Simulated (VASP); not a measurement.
# Ge (Fd-3m) in VASP: notebook, part 2 of 2

VASP 6.6.1.

### Step 3. Single point, B3LYP5

The input, POSCAR:

```
Ge
1.0
    0.0000000000      2.8661367691      2.8661367691
    2.8661367691      0.0000000000      2.8661367691
    2.8661367691      2.8661367691      0.0000000000
Ge
2
Direct
    0.7500000000      0.7500000000      0.7500000000
    0.5000000000      0.5000000000      0.5000000000
```

The input, INCAR.step1:

```
SYSTEM = Ge
PREC = Accurate
ENCUT = 520
EDIFF = 1E-5
ISMEAR = -1
SIGMA = 0.05
LREAL = .False.
LASPH = .True.
NELM = 60
ALGO = Normal
ISIF = 2
LWAVE = .True.
LCHARG = .False.
GGA = PE
NBANDS = 21
```

The input, INCAR.step2:

```
SYSTEM = Ge
PREC = Accurate
ENCUT = 520
EDIFF = 1E-6
ISMEAR = -1
SIGMA = 0.05
LREAL = .False.
LASPH = .True.
NELM = 60
ALGO = Normal
ISIF = 2
LWAVE = .False.
LCHARG = .False.
GGA = B5
LHFCALC = .True.
AEXX = 0.2
AGGAX = 0.72
AGGAC = 0.81
ALDAC = 0.19
PRECFOCK = Normal
ISTART = 1
NBANDS = 21
```

The input, KPOINTS:

```
Automatic mesh
0
Gamma
  4 4 4
  0 0 0
```

Potentials or basis: VASP PAW PBE potentials, release 64 (Ge_d).

On the command line:

```bash
> cat potpaw_PBE.64/Ge_d/POTCAR > POTCAR
> cp INCAR.step1 INCAR
> mpirun -np 1 vasp_std > vasp.out
> cp INCAR.step2 INCAR
> mpirun -np 1 vasp_std > vasp.out
```

OUTCAR:

```text
SYSTEM = Ge
   PREC = Accurate
   ENCUT = 520
   EDIFF = 1E-6
   ISMEAR = -1
   LREAL = .False.
   LASPH = .True.
   NELM = 60
   ISIF = 2
   GGA = B5
   LHFCALC = .True.
   AEXX = 0.2
   PRECFOCK = Normal
   ISTART = 1

 ion  position               nearest neighbor table
   1  0.750  0.750  0.750-   2 2.48   2 2.48   2 2.48   2 2.48
   2  0.500  0.500  0.500-   1 2.48   1 2.48   1 2.48   1 2.48

  LATTYP: Found a face centered cubic cell.
 ALAT       =     5.7322735382

  Lattice vectors:

 A1 = (   0.0000000000,   2.8661367691,   2.8661367691)
 A2 = (   2.8661367691,   0.0000000000,   2.8661367691)
 A3 = (   2.8661367691,   2.8661367691,   0.0000000000)

Analysis of symmetry for initial positions (statically):
=====================================================================
 Subroutine PRICEL returns:
 Original cell was already a primitive cell.

 Routine SETGRP: Setting up the symmetry group for a
 face centered cubic supercell.

 Subroutine GETGRP returns: Found 48 space group operations
 (whereof 24 operations were pure point group operations)
 out of a pool of 48 trial point group operations.

The static configuration has the point symmetry T_d .
 The point group associated with its full space group is O_h .

Analysis of symmetry for dynamics (positions and initial velocities):
=====================================================================
 Subroutine PRICEL returns:
 Original cell was already a primitive cell.

 Routine SETGRP: Setting up the symmetry group for a
 face centered cubic supercell.

 Subroutine GETGRP returns: Found 48 space group operations
 (whereof 24 operations were pure point group operations)
 out of a pool of 48 trial point group operations.

The dynamic configuration has the point symmetry T_d .
 The point group associated with its full space group is O_h .

 Subroutine INISYM returns: Found 48 space group operations
 (whereof 24 operations are pure point group operations),
 and found     1 'primitive' translations

----------------------------------------------------------------------------------------

                                     Primitive cell

  volume of cell :      47.0891

  direct lattice vectors                    reciprocal lattice vectors
     0.000000000  2.866136769  2.866136769    -0.174450852  0.174450852  0.174450852
     2.866136769  0.000000000  2.866136769     0.174450852 -0.174450852  0.174450852
     2.866136769  2.866136769  0.000000000     0.174450852  0.174450852 -0.174450852

  length of vectors
     4.053329490  4.053329490  4.053329490     0.302157738  0.302157738  0.302157738

  position of ions in fractional coordinates (direct lattice)
     0.750000000  0.750000000  0.750000000
     0.500000000  0.500000000  0.500000000

  ion indices of the primitive-cell ions
   primitive index   ion index
                 1           1
                 2           2

----------------------------------------------------------------------------------------

 KPOINTS: Automatic mesh

Automatic generation of k-mesh.
 Grid dimensions read from file:
 generate k-points for:    4    4    4

 Generating k-lattice:

  Cartesian coordinates                     Fractional coordinates (reciprocal lattice)
    -0.043612713  0.043612713  0.043612713     0.250000000  0.000000000  0.000000000
     0.043612713 -0.043612713  0.043612713     0.000000000  0.250000000  0.000000000
     0.043612713  0.043612713 -0.043612713     0.000000000  0.000000000  0.250000000

  Length of vectors
     0.075539435  0.075539435  0.075539435

  Shift w.r.t. Gamma in fractional coordinates (k-lattice)
     0.000000000  0.000000000  0.000000000

 Subroutine IBZKPT returns following result:
 ===========================================

 Found      8 irreducible k-points:

 Following reciprocal coordinates:
            Coordinates               Weight
  0.000000  0.000000  0.000000      1.000000
  0.250000  0.000000  0.000000      8.000000
  0.500000  0.000000  0.000000      4.000000
  0.250000  0.250000  0.000000      6.000000
  0.500000  0.250000  0.000000     24.000000
 -0.250000  0.250000  0.000000     12.000000
  0.500000  0.500000  0.000000      3.000000
 -0.250000  0.500000  0.250000      6.000000
   k-points           NKPTS =      8   k-points in BZ     NKDIM =     64   number of bands    NBANDS=     21
   number of dos      NEDOS =    301   number of ions     NIONS =      2
   total plane-waves  NPLWV =  27000
   dimension x,y,z NGX =    30 NGY =   30 NGZ =   30
   dimension x,y,z NGXF=    60 NGYF=   60 NGZF=   60
   ions per type =               2
   NGX,Y,Z   is equivalent  to a cutoff of  12.30, 12.30, 12.30 a.u.
   NGXF,Y,Z  is equivalent  to a cutoff of  24.61, 24.61, 24.61 a.u.
 SYSTEM =  Ge
   PREC   = accura    normal or accurate (medium, high low for compatibility)
   ISTART =      1    job   : 0-new  1-cont  2-samecut
   ICHARG =      0    charge: 1-file 2-atom 10-const
   ISPIN  =      1    spin polarized calculation?
   LNONCOLLINEAR =      F non collinear calculations
   LSORBIT =      F    spin-orbit coupling
   LASPH  =      T    aspherical Exc in radial PAW
   ENCUT  =  520.0 eV  38.22 Ry    6.18 a.u.   7.54  7.54  7.54*2*pi/ulx,y,z
   NELM   =     60;   NELMIN=  2; NELMDL=  0     # of ELM steps
   EDIFF  = 0.1E-05   stopping-criterion for ELM
   LREAL  =      F    real-space projection
   EDIFFG = 0.1E-04   stopping-criterion for IOM
   NSW    =      0    number of steps for IOM
   IBRION =     -1    ionic relax: 0-MD 1-quasi-New 2-CG
   NFREE  =      0    steps in history (QN), initial steepest desc. (CG)
   ISIF   =      2    stress and relaxation
   ISYM   =      3    0-nonsym 1-usesym 2-fastsym
   POTIM  = 0.5000    time-step for ionic-motion
   TEBEG  =    0.0;   TEEND  =   0.0 temperature during run
   PSTRESS=    0.0 pullay stress
   NELECT =      28.0000    total number of electrons
   NUPDOWN=      -1.0000    fix difference up-down
   EMIN   =  10.00;   EMAX   =-10.00  energy-range for DOS
   EFERMI =   0.00;   METHOD = LEGACY
   ISMEAR =    -1;   SIGMA  =   0.05  broadening in eV -4-tet -1-fermi 0-gaus
   EFERMI_NEDOS =   21; number of points for ismear=-14 and -15
   IALGO  =     38    algorithm
   IMIX   =      1    mixing-type and parameters
     AMIX     =   0.40;   BMIX     =  1.00
     AMIX_MAG =   1.60;   BMIX_MAG =  1.00
  volume/ion in A,a.u.               =      23.54       158.89
  Fermi-wavevector in a.u.,A,eV,Ry     =   1.376641  2.601474 25.784939  1.895140
  Thomas-Fermi vector in A             =   2.501867
   LORBIT       =      0    0 simple, 1 ext, 2 COOP (PROOUT), +10 PAW based schemes
   GGA     = B5    functional components
   LHFCALC =     T    Hartree Fock is set to
   PRECFOCK=normal    Normal, Fast or Accurate (Low or Medium for compatibility)
   ENCUT4O =  -1.0   cutoff for four orbital integrals eV
   NKREDX  =     1    reduce k-point grid by
   NKREDY  =     1    reduce k-point grid by
   NKREDZ  =     1    reduce k-point grid by
   AEXX    =    0.2000 exact exchange contribution
   HFSCREEN=    0.0000 screening length (either q_TF or 0.3 A-1)
   HFSCREENC=   0.0000 screening length for correlation (either q_TF or 0.3 A-1)
   ENCUTFOCK=  -1.0 apply spherical cutoff to Coloumb kernel
   IVDW    =     0    specifies the selected vdW correction
   LEPSILON=     F    determine dielectric tensor
   LRPA    =     F    only Hartree local field effects (RPA)
 non-spin polarized calculation
  energy-cutoff  :      520.00
  volume of cell :       47.09
 maximum number of plane-waves:      1283
  NGX = 24; NGY = 24; NGZ = 24

 number of electron      27.9999990 magnetization

 Free energy of the ion-electron system (eV)
  ---------------------------------------------------
  ext. energy  EPLUGINS =         0.00000000
  ---------------------------------------------------
  free energy    TOTEN  =        -9.66444926 eV

  energy without entropy =       -9.66441286  energy(sigma->0) =       -9.66443106

 E-fermi :   4.7826     XC(G=0):  -7.6465

 val. band max:        4.4004806544   @ k =   0.0000   0.0000   0.0000
 cond. band min:       5.1097397229   @ k =   0.0000   0.0000   0.0000
 fundamental gap:      0.7092590685
 Fermi energy:         4.7825761401

 k-point     1 :       0.0000    0.0000    0.0000
  band No.  band energies     occupation
      1     -22.8837      2.00000
      2     -22.8837      2.00000
      3     -22.8837      2.00000
      4     -22.8487      2.00000
      5     -22.8487      2.00000
      6     -22.6591      2.00000
[... 181 lines left out ...]
     20      16.7042      0.00000
     21      18.7243      0.00000

------------------------ aborting loop because EDIFF is reached ----------------------------------------

  FORCE on cell =-STRESS in cart. coord.  units (eV):
  Direction    XX          YY          ZZ          XY          YZ          ZX
  --------------------------------------------------------------------------------------
  -------------------------------------------------------------------------------------
  Total        0.4636226      0.4636226      0.4636226      0.0000000      0.0000000     -0.0000000
  in kB       15.7744579     15.7744579     15.7744579      0.0000000      0.0000000     -0.0000000
  external PRESSURE =      15.7744579 kB  Pullay stress =       0.0000000 kB

 VOLUME and BASIS-vectors are now :
 -----------------------------------------------------------------------------
  energy-cutoff  :      520.00
  volume of cell :       47.09
      direct lattice vectors                 reciprocal lattice vectors
     0.000000000  2.866136769  2.866136769    -0.174450852  0.174450852  0.174450852
     2.866136769  0.000000000  2.866136769     0.174450852 -0.174450852  0.174450852
     2.866136769  2.866136769  0.000000000     0.174450852  0.174450852 -0.174450852

 POSITION                                       TOTAL-FORCE (eV/Angst)
 -----------------------------------------------------------------------------------
      4.29921      4.29921      4.29921        -0.000000     -0.000000      0.000000
      2.86614      2.86614      2.86614         0.000000      0.000000     -0.000000
 -----------------------------------------------------------------------------------
    total drift:                                0.000002     -0.000003      0.000005

  FREE ENERGIE OF THE ION-ELECTRON SYSTEM (eV)
  ---------------------------------------------------
  free  energy   TOTEN  =        -9.6644492614 eV

  energy  without entropy=       -9.6644128558  energy(sigma->0) =       -9.66443106
```

It took 13 min on 1 thread of Intel Xeon Platinum 8259CL at 2.50GHz (Skylake/Cascade Lake), shared host; peak memory 0.17 GiB.

Results:

| Quantity | Value |
| --- | --- |
| Free energy | -9.6644 eV |
| Pressure | 1.6 GPa |
| Band gap on the k mesh | 0.71 eV |

Levels at points of the mesh, in eV from the valence-band top:
| k point | band 11 | band 12 | band 13 | band 14 | band 15 | band 16 | band 17 | band 18 |
| --- | --- | --- | --- | --- | --- | --- | --- | --- |
| (0.00, 0.00, 0.00) | -13.53 | 0.00 | 0.00 | 0.00 | 0.71 | 3.70 | 3.70 | 3.70 |
| (0.50, 0.00, 0.00) | -11.38 | -8.00 | -1.44 | -1.44 | 1.13 | 4.98 | 4.98 | 8.57 |
| (0.50, 0.50, 0.00) | -9.47 | -9.47 | -3.14 | -3.14 | 1.94 | 1.94 | 10.74 | 10.74 |

Caveat: the k points lie up to 0.47 Å⁻¹ apart; the PAW data sets were made with another functional, which shifts forces and pressure a little. A k mesh can miss the band edges.

### Step 4. Single point, BLYP+D3(BJ)

This run uses another cell than the first one, of 22.64 Å³/atom.

The input, INCAR:

```
SYSTEM = Ge
  AGGAC = 1.0
  AGGAX = 1.0
  ALDAC = 0.0
  ALDAX = 1.0
  ALGO = Normal
  EDIFF = 1E-6
  ENCUT = 500
  GGA = B5
  GGA_COMPAT = .FALSE.
  ISIF = 2
  ISMEAR = -5
  IVDW = 12
  LASPH = .TRUE.
  LCHARG = .TRUE.
  LELF = .TRUE.
  LREAL = .FALSE.
  LVHAR = .TRUE.
  LWAVE = .FALSE.
  NBANDS = 21
  NELM = 120
  PREC = Accurate
  SIGMA = 0.05
  VDW_A1 = 0.4298
  VDW_A2 = 4.2359
  VDW_S6 = 1.0
  VDW_S8 = 2.6996
```

The input, KPOINTS:

```
k-points
0
G
  8 8 8
  0 0 0
```

The input, POSCAR:

```
Ge
1.0
    0.0000000000      2.8289100000      2.8289100000
    2.8289100000      0.0000000000      2.8289100000
    2.8289100000      2.8289100000      0.0000000000
Ge
2
Direct
    0.2500000000      0.2500000000      0.2500000000
    1.0000000000      1.0000000000      1.0000000000
```

Potentials or basis: VASP PAW PBE potentials, release 64 (Ge_d).

On the command line:

```bash
> cat potpaw_PBE.64/Ge_d/POTCAR > POTCAR
> mpirun -np 1 vasp_std > vasp.out
```

OUTCAR:

```text
SYSTEM = Ge
   EDIFF = 1E-6
   ENCUT = 500
   GGA = B5
   ISIF = 2
   ISMEAR = -5
   IVDW = 12
   LASPH = .TRUE.
   LREAL = .FALSE.
   NELM = 120
   PREC = Accurate
 IVDW          = 12

 ion  position               nearest neighbor table
   1  0.250  0.250  0.250-   2 2.45   2 2.45   2 2.45   2 2.45
   2  0.000  0.000  0.000-   1 2.45   1 2.45   1 2.45   1 2.45

  LATTYP: Found a face centered cubic cell.
 ALAT       =     5.6578200000

  Lattice vectors:

[... 768 lines left out ...]
------------------------ aborting loop because EDIFF is reached ----------------------------------------

 Edisp (eV)   -1.36867

 E8    (eV) :    -1.0186

  FORCE on cell =-STRESS in cart. coord.  units (eV):
  Direction    XX          YY          ZZ          XY          YZ          ZX
  --------------------------------------------------------------------------------------
  -------------------------------------------------------------------------------------
  Total       0.66252     0.66252     0.66252    -0.00000     0.00000     0.00000
  in kB      23.44352    23.44352    23.44352    -0.00000     0.00000     0.00000
  external pressure =       23.44 kB  Pullay stress =        0.00 kB

 VOLUME and BASIS-vectors are now :
 -----------------------------------------------------------------------------
  energy-cutoff  :      500.00
  volume of cell :       45.28
      direct lattice vectors                 reciprocal lattice vectors
     0.000000000  2.828910000  2.828910000    -0.176746521  0.176746521  0.176746521
     2.828910000  0.000000000  2.828910000     0.176746521 -0.176746521  0.176746521
     2.828910000  2.828910000  0.000000000     0.176746521  0.176746521 -0.176746521

 POSITION                                       TOTAL-FORCE (eV/Angst)
 -----------------------------------------------------------------------------------
      1.41446      1.41446      1.41446         0.000000     -0.000000      0.000000
      0.00000      0.00000      0.00000        -0.000000      0.000000     -0.000000
 -----------------------------------------------------------------------------------
    total drift:                                0.000000      0.000000      0.000000

  FREE ENERGIE OF THE ION-ELECTRON SYSTEM (eV)
  ---------------------------------------------------
  free  energy   TOTEN  =        -8.9218543687 eV

  energy  without entropy=       -8.9218543687  energy(sigma->0) =       -8.92185437
```

OSZICAR:

```text
N       E                     dE             d eps       ncg     rms          rms(c)
DAV:   1     0.192409115784E+03    0.19241E+03   -0.14348E+04  1330   0.360E+03
DAV:   2     0.200936466898E+02   -0.17232E+03   -0.16801E+03  1223   0.617E+02
DAV:   3    -0.673513402136E+01   -0.26829E+02   -0.26669E+02  1408   0.142E+02
DAV:   4    -0.765119101076E+01   -0.91606E+00   -0.91566E+00  1358   0.309E+01
DAV:   5    -0.766681435181E+01   -0.15623E-01   -0.15623E-01  1383   0.448E+00    0.299E+00
DAV:   6    -0.759434215599E+01    0.72472E-01   -0.32032E-02  1368   0.141E+00    0.180E+00
DAV:   7    -0.755158216424E+01    0.42760E-01   -0.78880E-02  1371   0.221E+00    0.161E-01
DAV:   8    -0.755316853336E+01   -0.15864E-02   -0.64291E-03  1298   0.903E-01    0.694E-02
DAV:   9    -0.755318417181E+01   -0.15638E-04   -0.21390E-04  1569   0.213E-01    0.172E-02
DAV:  10    -0.755318508330E+01   -0.91149E-06   -0.19939E-05  1607   0.554E-02    0.583E-03
DAV:  11    -0.755318524307E+01   -0.15977E-06   -0.19847E-06  1131   0.230E-02
   1 F= -.89218544E+01 E0= -.89218544E+01  d E =0.000000E+00
```

stdout:

```text
POSCAR found type information on POSCAR Ge
 POSCAR found :  1 types and       2 ions
 scaLAPACK will be used
 -----------------------------------------------------------------------------
|                                                                             |
|                                                                             |
|     You enforced a specific xc type in the INCAR file but a different       |
|     I HOPE YOU KNOW WHAT YOU ARE DOING!                                     |
|                                                                             |
 -----------------------------------------------------------------------------

 LDA part: xc-table for (Slater(with rela. corr.)+VWN5), standard interpolation
 POSCAR, INCAR and KPOINTS ok, starting setup
 FFT: planning ... GRIDC
 FFT: planning ... GRID_SOFT
 FFT: planning ... GRID
 WAVECAR not read
 entering main loop
```

It took 25 s on 1 thread of Intel Xeon Platinum 8559C (Emerald Rapids), shared host; peak memory 0.17 GiB.

Results:

```
Free energy                : -8.9219 eV
Pressure                   : 2.3 GPa
Band gap on the k mesh     : zero (filled and empty bands touch)
Dispersion energy per atom : -0.684 eV
```

Caveat: three body term missing; semilocal functionals underestimate gaps, so a narrow gap can read as zero; the PAW data sets were made with another functional, which shifts forces and pressure a little; tetrahedron occupations give inexact forces and stress in metals.

### Step 5. Summary

```csv
level,cell,k mesh,cutoff (eV),smearing,grid for exact exchange (PRECFOCK),share of exact exchange,gap on the mesh (eV),pressure (GPa)
PBE0,"a = 4.053 Å, angles 60.0°, 2 atoms",4 × 4 × 4,520,fermi-dirac 0.05 eV,Normal,0.25,1.26,-2.0
B3LYP5,"a = 4.053 Å, angles 60.0°, 2 atoms",4 × 4 × 4,520,fermi-dirac 0.05 eV,Normal,0.2,0.71,1.6
BLYP+D3(BJ),"a = 4.001 Å, angles 60.0°, 2 atoms",8 × 8 × 8,500,tetrahedron,-,-,none,2.3
```

Alike in all rows: task single point; potentials or basis VASP PAW PBE potentials, release 64 (Ge_d); no spin polarisation.

Caveats: some runs use coarse meshes; the PAW data sets were made with another functional, which shifts forces and pressure a little; three body term missing (at least some runs); semilocal functionals underestimate gaps, so a narrow gap can read as zero (at least some runs); tetrahedron occupations give inexact forces and stress in metals (at least some runs).

Absolute energies hang on the potentials; compare differences alone.
